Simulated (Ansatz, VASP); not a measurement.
## Al in VASP and in Ansatz

```
Al
1.0
     2.62692    0.00000    0.00000
     0.00000    2.62692    0.00000
     0.00000    0.00000    2.62692
Al
1
Direct
  0.00000 0.00000 0.00000
```

Alike in both runs: task single point; functional PBEsol; k mesh 13 × 13 × 13; occupations fermi-dirac, width 0.1 eV; no spin polarisation.

```csv
,VASP,Ansatz
version,VASP 6.6.1,Ansatz 0.2.0
potentials or method,"VASP PAW PBE potentials, release 64 (Al), cutoff 520 eV","plane waves (420 eV) with PAW, scalar-relativistic"
valence electrons in the cell,3,3
```

Ansatz gave:

* pressure (GPa): 6.1

Task: Which values does VASP return?

Result: Pressure (GPa): 6.2.

VASP's potentials were made for PBE, not for PBEsol, and Ansatz warns of the same on its side. The functional is the same, so the differences come from potentials, cutoffs and numerics.
